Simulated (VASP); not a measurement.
# LiMg2 (C2/m) in VASP: further runs, part 2 of 2

VASP 6.6.1. The steps go on from the part before.

**3. Electric field gradients, LDA (8.22 Å³/atom)**

The input, INCAR:

```
SYSTEM = LiMg2
PREC     = Accurate       ! precision mode
ENCUT    = 520            ! plane-wave cutoff, eV
EDIFF    = 1E-8           ! SCF threshold, eV
ISMEAR   = -1             ! smearing method
SIGMA    = 0.05           ! smearing width, eV
LREAL    = .FALSE.        ! projectors in reciprocal space
LASPH    = .TRUE.         ! aspherical terms in the spheres
NELM     = 80             ! most SCF steps
ALGO     = Normal         ! electronic algorithm
ISIF     = 2              ! what is computed and relaxed
LWAVE    = .FALSE.        ! write WAVECAR
LCHARG   = .FALSE.        ! write CHGCAR
LEFG     = .TRUE.       
NBANDS   = 10             ! bands
```

The input, KPOINTS:

```
regular mesh
0
G
  11 11 11
  0 0 0
```

The input, POSCAR:

```
LiMg2
1.0
    4.0009939698     -1.2724036673      0.0000000000
    4.0009939698      1.2724036673      0.0000000000
   -0.8089907092      0.0000000000      2.4214055083
Li Mg
1 2
Direct
    0.5000000000      0.5000000000      0.5000000000
    0.8413175900      0.8413175900      0.8411383200
    0.1586824100      0.1586824100      0.1588616800
```

Potentials or basis: VASP PAW LDA potentials, release 64 (Li_sv, Mg).

Run with:

```sh
$ cat potpaw_LDA.64/Li_sv/POTCAR potpaw_LDA.64/Mg/POTCAR > POTCAR
$ mpirun -np 1 vasp_std > vasp.out
```

OUTCAR:

```text
SYSTEM = LiMg2
   PREC = Accurate
   ENCUT = 520
   EDIFF = 1E-8
   ISMEAR = -1
   LREAL = .FALSE.
   LASPH = .TRUE.
   NELM = 80
   ISIF = 2

 ion  position               nearest neighbor table
   1  0.500  0.500  0.500-   3 2.17   3 2.17   2 2.17   2 2.17   3 2.17   2 2.17   3 2.17   2 2.17
                             2 2.59   3 2.59
   2  0.841  0.841  0.841-   1 2.17   1 2.17   1 2.17   1 2.17   3 2.27   3 2.27   3 2.27   3 2.27
                             3 2.41   1 2.59   3 3.50   3 3.50   3 3.51   3 3.51
   3  0.159  0.159  0.159-   1 2.17   1 2.17   1 2.17   1 2.17   2 2.27   2 2.27   2 2.27   2 2.27
                             2 2.41   1 2.59   2 3.50   2 3.50   2 3.51   2 3.51

  LATTYP: Found a base centered monoclinic cell.
 ALAT       =     8.0019879396
 B/A-ratio  =     0.3180218908
 C/A-ratio  =     0.3190423323
 COS(beta)  =    -0.3168818246

  Lattice vectors:

 A1 = (   4.0009939698,  -1.2724036673,   0.0000000000)
 A2 = (   4.0009939698,   1.2724036673,   0.0000000000)
 A3 = (  -0.8089907092,   0.0000000000,   2.4214055083)

Analysis of symmetry for initial positions (statically):
=====================================================================
 Subroutine PRICEL returns:
 Original cell was already a primitive cell.

 Routine SETGRP: Setting up the symmetry group for a
 base centered monoclinic supercell.

 Subroutine GETGRP returns: Found  4 space group operations
 (whereof  4 operations were pure point group operations)
 out of a pool of  4 trial point group operations.

The static configuration has the point symmetry C_2h.

Analysis of symmetry for dynamics (positions and initial velocities):
=====================================================================
 Subroutine PRICEL returns:
[... 479 lines left out ...]
------------------------ aborting loop because EDIFF is reached ----------------------------------------

  FORCE on cell =-STRESS in cart. coord.  units (eV):
  Direction    XX          YY          ZZ          XY          YZ          ZX
  --------------------------------------------------------------------------------------
  -------------------------------------------------------------------------------------
  Total       23.4502806     23.0796480     22.9826694      0.0000000      0.0000000      0.1123412
  in kB     1523.9414969   1499.8555435   1493.5532843      0.0000000      0.0000000      7.3006104
  external PRESSURE =    1505.7834416 kB  Pullay stress =       0.0000000 kB

 VOLUME and BASIS-vectors are now :
 -----------------------------------------------------------------------------
  energy-cutoff  :      520.00
  volume of cell :       24.65
      direct lattice vectors                 reciprocal lattice vectors
     4.000993970 -1.272403667  0.000000000     0.124968946 -0.392957057  0.041752080
     4.000993970  1.272403667  0.000000000     0.124968946  0.392957057  0.041752080
    -0.808990709  0.000000000  2.421405508     0.000000000  0.000000000  0.412983285

 POSITION                                       TOTAL-FORCE (eV/Angst)
 -----------------------------------------------------------------------------------
      3.59650      0.00000      1.21070        -0.000000     -0.000000      0.000000
      6.05174      0.00000      2.03674         1.950862      0.000000      0.645560
      1.14126      0.00000      0.38467        -1.950862      0.000000     -0.645560
 -----------------------------------------------------------------------------------
    total drift:                               -0.000000     -0.000000     -0.000000

  FREE ENERGIE OF THE ION-ELECTRON SYSTEM (eV)
  ---------------------------------------------------
  free  energy   TOTEN  =         1.9920096138 eV

  energy  without entropy=        1.9961626195  energy(sigma->0) =        1.99408612

 Electric field gradients (V/A^2)
---------------------------------------------------------------------
 ion       V_xx      V_yy      V_zz      V_xy      V_xz      V_yz
---------------------------------------------------------------------
   1      -0.209     0.104     0.104     0.000    -0.172    -0.000
   2       3.204    -2.086    -1.118    -0.000     1.593     0.000
   3       3.204    -2.086    -1.118     0.000     1.593     0.000
---------------------------------------------------------------------

 Electric field gradients after diagonalization (V/A^2)
 (convention: |V_zz| > |V_xx| > |V_yy|)
----------------------------------------------------------------------
 ion       V_xx      V_yy      V_zz     asymmetry (V_yy - V_xx)/ V_zz
----------------------------------------------------------------------
   1       0.180     0.104    -0.285       0.268
   2      -2.086    -1.642     3.728       0.119
   3      -2.086    -1.642     3.728       0.119
----------------------------------------------------------------------

           NMR quadrupolar parameters

 Cq : quadrupolar parameter    Cq=e*Q*V_zz/h
 eta: asymmetry parameters     (V_yy - V_xx)/ V_zz
 Q  : nuclear electric quadrupole moment in mb (millibarn)
----------------------------------------------------------------------
 ion       Cq(MHz)       eta       Q (mb)
----------------------------------------------------------------------
   1      -0.001       0.268       1.000
   2       0.009       0.119       1.000
   3       0.009       0.119       1.000
----------------------------------------------------------------------
```

stdout:

```text
POSCAR found type information on POSCAR LiMg
 POSCAR found :  2 types and       3 ions
 scaLAPACK will be used
 LDA part: xc-table for (Slater(with rela. corr.)+CA(PZ))
 , standard interpolation
 POSCAR, INCAR and KPOINTS ok, starting setup
 FFT: planning ... GRIDC
 FFT: planning ... GRID_SOFT
 FFT: planning ... GRID
 WAVECAR not read
 entering main loop
ion   1

ion   2

ion   3
```

Wall time 1.9 min (1 thread of Oxide Virtual Turin-like, shared host); peak memory 0.18 GiB.

What came out:

```yaml
Free_energy: 1.9920 eV
Largest_force: 2.055 eV/Å
Band_gap_on_the_k_mesh: zero (an odd number of electrons rules out a gap without spin polarisation)
Largest_electric_field_gradient_by_atom: Li -0.3; Mg +3.7 V/Å²
```

Forces in eV/Å, atoms in the order of the input:
```
Li   0.000  0.000  0.000
Mg   1.951  0.000  0.646
Mg  -1.951  0.000 -0.646
```

Levels at points of the mesh, in eV from the Fermi level:
```
           k point  band 1  band 2  band 3  band 4  band 5  band 6  band 7  band 8
(0.00, 0.00, 0.00)  -45.19   -9.51   -2.13   -0.09    7.72    9.59    9.73   10.32
```

Electric field gradients, principal values (V/Å²):
```csv
atom,least,middle,greatest (by size)
1 Li,0.104,0.180,-0.285
2 Mg,-1.642,-2.086,3.728
3 Mg,-1.642,-2.086,3.728
```

Caveat: the cutoff is under 1.25 times the usual one of these potentials, so pressure, stress and relaxed cells hold a basis-set (Pulay) error; without QUAD_EFG the Cq values of the log hold for a quadrupole moment of 1 mb, not for the nuclei; forces of over 1 eV/Å act on the atoms, so gaps and moduli don't describe the material at rest.

**4. Electric field gradients, LDA (13.35 Å³/atom)**

This run uses another cell than the first one, of 13.35 Å³/atom.

The input, INCAR:

```
PREC = Accurate ; ENCUT = 520
EDIFF = 1E-8 ; ISMEAR = -1
SIGMA = 0.05 ; LREAL = F
LASPH = T ; NELM = 80
ALGO = Normal ; ISIF = 2
LWAVE = F ; LCHARG = F
LEFG = T ; NBANDS = 10
```

The input, KPOINTS:

```
Automatic mesh
0
Gamma
  11 11 11
```

The input, POSCAR:

```
LiMg2
1.0
    4.7038379533     -1.4959234399      0.0000000000
    4.7038379533      1.4959234399      0.0000000000
   -0.9511039583      0.0000000000      2.8467673823
Li Mg
1 2
Direct
    0.5000000000      0.5000000000      0.5000000000
    0.8413175900      0.8413175900      0.8411383200
    0.1586824100      0.1586824100      0.1588616800
```

Potentials or basis: VASP PAW LDA potentials, release 64 (Li_sv, Mg).

Run with:

```sh
$ cat potpaw_LDA.64/Li_sv/POTCAR potpaw_LDA.64/Mg/POTCAR > POTCAR
$ mpirun -np 1 vasp_std > vasp.out
```

OUTCAR:

```text
PREC = Accurate
   ENCUT = 520
   EDIFF = 1E-8
   ISMEAR = -1
   LREAL = F
   LASPH = T
   NELM = 80
   ISIF = 2

 ion  position               nearest neighbor table
   1  0.500  0.500  0.500-   3 2.55   3 2.55   2 2.55   2 2.55   3 2.55   2 2.55   3 2.55   2 2.55
                             2 3.05   3 3.05
   2  0.841  0.841  0.841-   1 2.55   1 2.55   1 2.55   1 2.55   3 2.67   3 2.67   3 2.67   3 2.67
                             3 2.83   1 3.05
   3  0.159  0.159  0.159-   1 2.55   1 2.55   1 2.55   1 2.55   2 2.67   2 2.67   2 2.67   2 2.67
                             2 2.83   1 3.05

  LATTYP: Found a base centered monoclinic cell.
[... 541 lines left out ...]
 Electric field gradients (V/A^2)
---------------------------------------------------------------------
 ion       V_xx      V_yy      V_zz      V_xy      V_xz      V_yz
---------------------------------------------------------------------
   1      -0.033     0.018     0.015     0.000    -0.031    -0.000
   2      -2.710     1.471     1.239     0.000    -1.446     0.000
   3      -2.710     1.471     1.239    -0.000    -1.446     0.000
---------------------------------------------------------------------

 Electric field gradients after diagonalization (V/A^2)
 (convention: |V_zz| > |V_xx| > |V_yy|)
----------------------------------------------------------------------
 ion       V_xx      V_yy      V_zz     asymmetry (V_yy - V_xx)/ V_zz
----------------------------------------------------------------------
   1       0.030     0.018    -0.048       0.252
   2       1.712     1.471    -3.183       0.076
   3       1.712     1.471    -3.183       0.076
----------------------------------------------------------------------

           NMR quadrupolar parameters

 Cq : quadrupolar parameter    Cq=e*Q*V_zz/h
 eta: asymmetry parameters     (V_yy - V_xx)/ V_zz
 Q  : nuclear electric quadrupole moment in mb (millibarn)
----------------------------------------------------------------------
 ion       Cq(MHz)       eta       Q (mb)
----------------------------------------------------------------------
   1      -0.000       0.252       1.000
   2      -0.008       0.076       1.000
   3      -0.008       0.076       1.000
----------------------------------------------------------------------
```

OSZICAR:

```text
N       E                     dE             d eps       ncg     rms          rms(c)
DAV:   1     0.117271476102E+02    0.11727E+02   -0.28572E+03  7328   0.565E+02
DAV:   2    -0.311858400103E+01   -0.14846E+02   -0.14502E+02  9422   0.975E+01
DAV:   3    -0.490680643090E+01   -0.17882E+01   -0.17798E+01 11580   0.238E+01
DAV:   4    -0.497014698105E+01   -0.63341E-01   -0.63311E-01  9646   0.474E+00
DAV:   5    -0.497126687987E+01   -0.11199E-02   -0.11199E-02  9614   0.538E-01    0.151E+00
DAV:   6    -0.482525797300E+01    0.14601E+00   -0.26146E-01  7982   0.139E+00    0.801E-01
DAV:   7    -0.478494646697E+01    0.40312E-01   -0.90675E-02  8810   0.867E-01    0.286E-01
DAV:   8    -0.478001556832E+01    0.49309E-02   -0.40321E-03  8306   0.313E-01    0.247E-02
DAV:   9    -0.478000326709E+01    0.12301E-04   -0.66164E-05  9420   0.484E-02    0.901E-03
DAV:  10    -0.478000026659E+01    0.30005E-05   -0.31666E-06  8738   0.102E-02    0.162E-03
DAV:  11    -0.478000025250E+01    0.14083E-07   -0.75082E-08  9510   0.203E-03    0.769E-04
DAV:  12    -0.478000025027E+01    0.22369E-08   -0.43166E-09  5298   0.524E-04
   1 F= -.47800003E+01 E0= -.47772562E+01  d E =-.548814E-02
```

stdout:

```text
POSCAR found type information on POSCAR LiMg
 POSCAR found :  2 types and       3 ions
 scaLAPACK will be used
 LDA part: xc-table for (Slater(with rela. corr.)+CA(PZ))
 , standard interpolation
 POSCAR, INCAR and KPOINTS ok, starting setup
 FFT: planning ... GRIDC
 FFT: planning ... GRID_SOFT
 FFT: planning ... GRID
 WAVECAR not read
 entering main loop
ion   1

ion   2

ion   3
```

Wall time 3.9 min (1 thread of Oxide Virtual Turin-like, shared host); peak memory 0.25 GiB.

Results:

- Free energy: -4.7800 eV
- Largest force: 0.519 eV/Å
- Band gap on the k mesh: zero (an odd number of electrons rules out a gap without spin polarisation)
- Largest electric field gradient by atom: Li -0.0; Mg -3.2 V/Å²

Forces in eV/Å, atoms in the order of the input:
```
Li   0.000  0.000  0.000
Mg   0.492  0.000  0.163
Mg  -0.492  0.000 -0.163
```

Levels at points of the mesh, in eV from the Fermi level:
```csv
k point,band 1,band 2,band 3,band 4,band 5,band 6,band 7,band 8
"(0.00, 0.00, 0.00)",-44.84,-7.75,-1.42,-0.61,6.97,7.31,7.41,8.42
```

Electric field gradients, principal values (V/Å²):
| atom | least | middle | greatest (by size) |
| --- | --- | --- | --- |
| 1 Li | 0.018 | 0.030 | -0.048 |
| 2 Mg | 1.471 | 1.712 | -3.183 |
| 3 Mg | 1.471 | 1.712 | -3.183 |

Caveat: the cutoff is under 1.25 times the usual one of these potentials, so pressure, stress and relaxed cells hold a basis-set (Pulay) error; without QUAD_EFG the Cq values of the log hold for a quadrupole moment of 1 mb, not for the nuclei.
